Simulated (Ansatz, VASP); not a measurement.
# Se in VASP and in Ansatz

INCAR

```
SYSTEM = Se
PREC = Accurate
ENCUT = 500
EDIFF = 1E-6
ISMEAR = 0
SIGMA = 0.048
LREAL = .FALSE.
LASPH = .TRUE.
NELM = 200
ALGO = Normal
ISIF = 2
LWAVE = .FALSE.
LCHARG = .TRUE.
LDAU = .TRUE.
LDAUTYPE = 2
LDAUL = 1
LDAUU = 8
LDAUJ = 0
LDAUPRINT = 1
LELF = .TRUE.
LVHAR = .TRUE.
NBANDS = 13
GGA_COMPAT = .FALSE.
```

Contents of KPOINTS:

```
regular mesh
0
G
  6 6 6
  0 0 0
```

The input POSCAR:

```
Se
1.0
    0.0000000000      3.1255665700      3.1255665700
    3.1255665700      0.0000000000      3.1255665700
    3.1255665700      3.1255665700      0.0000000000
Se
2
Direct
    0.6350000000      0.9820000000      1.3280000000
    0.8850000000      1.2320000000      1.5780000000
```

Input for Ansatz:

```yaml
crystal:
  lattice:
    - [0.0, 3.12556657, 3.12556657]
    - [3.12556657, 0.0, 3.12556657]
    - [3.12556657, 3.12556657, 0.0]
  atoms:
    - { symbol: Se, position: [0.635, 0.982, 1.328] }
    - { symbol: Se, position: [0.885, 1.232, 1.578] }
basis:
  ecutwfc: 420
kpoints:
  mp_grid: { grid: [6, 6, 6] }
hamiltonian:
  xc: lda
  hubbard: { sites: [{ species: Se, l: p, u_eff: 8.0 }] }
scf:
  occupations: { method: gaussian, width: 0.048 }
output:
  forces: true
  stress: true
  eigenvalues: true
```

Alike in both runs: task single point; functional LDA; k mesh 6 × 6 × 6; occupations gaussian, width 0.048 eV; no spin polarisation; Hubbard terms Se p U = 8.0 eV.

|  | VASP | Ansatz |
| --- | --- | --- |
| version | VASP 6.6.1 | Ansatz 0.2.0 |
| potentials or method | VASP PAW LDA potentials, release 64 (Se), cutoff 500 eV | scalar-relativistic, plane waves, PAW |
| valence electrons in the cell | 12 | 32 |

|  | VASP | Ansatz | Ansatz less VASP |
| --- | --- | --- | --- |
| gap on the k mesh at the Fermi level (eV) | none | none | - |
| pressure (GPa) | 0.2 | -1.7 | -1.91 |

LDA's correlation is that of Perdew and Zunger in VASP and of Perdew and Wang (1992) in Ansatz. The programs project onto different local orbitals, so the same U acts differently, and such runs can settle in different states. A gap of «none» marks a metal or a gap that the smearing closes. VASP's potentials hold 12 valence electrons a cell and Ansatz's 32, so a difference there can come from the potentials and not from the codes. Ansatz's warnings: filled band counts differ across k points.
